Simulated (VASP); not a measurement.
Input of a VASP 6.6.1 run:

File INCAR:

```
SYSTEM = Ga3SbN2
ALGO = Normal
EDIFF = 1E-6
EDIFFG = -0.04
ENCUT = 600
GGA = PE
IBRION = 2
ISIF = 3
ISMEAR = 0
LASPH = .True.
LCHARG = .False.
LREAL = .False.
LWAVE = .False.
NELM = 60
NSW = 90
PREC = Accurate
SIGMA = 0.1
```

The input KPOINTS:

```
k-points
0
Gamma
  6 6 4
  0 0 0
```

File POSCAR:

```
Ga3SbN2
1.0
    4.3786332900      0.0000000000      0.0000000000
   -2.1893166500      3.7920076600      0.0000000000
    0.0000000000      0.0000000000      6.7340754400
Ga Sb N
3 1 2
Direct
    0.5000000000      0.0000000000      0.0000000000
    0.0000000000      0.5000000000      0.0000000000
    0.5000000000      0.5000000000      0.0000000000
    0.0000000000      0.0000000000      0.5000000000
    0.0000000000      0.0000000000      0.2759329900
    0.0000000000      0.0000000000      0.7240670100
```

Potentials or basis: VASP PAW PBE potentials, release 64 (Ga_d, Sb, N).

Run with:

```sh
$ cat potpaw_PBE.64/Ga_d/POTCAR potpaw_PBE.64/Sb/POTCAR potpaw_PBE.64/N/POTCAR > POTCAR
$ mpirun -np 1 vasp_std > vasp.out
```

**Question.** Estimate the relaxed volume.

**Answer.** 26.07 Å³/atom.

**Question.** What does it give for the relaxed cell?

**Answer.** a = 5.649 Å, b = 5.649 Å, c = 5.660 Å, α = 90.00°, β = 90.00°, γ = 120.00°.

**Question.** Estimate the band gap on the k mesh.

**Answer.** Zero (bands 27 and 28 overlap by 2.16 eV).

Final structure:
```
Ga Sb N
1.0
     5.64929    0.00000    0.00000
    -2.82464    4.89243    0.00000
     0.00000    0.00000    5.66039
Ga Sb N
3 1 2
Cartesian
  2.8246 0.0000 0.0000
  -1.4123 2.4462 0.0000
  1.4123 2.4462 0.0000
  0.0000 0.0000 2.8302
  0.0000 0.0000 0.5985
  0.0000 0.0000 5.0619
```

Caveat: the volume moved by over 15 % at a fixed basis, so the end points are rough; spin-orbit coupling is left out, which moves the levels of the heavy elements.
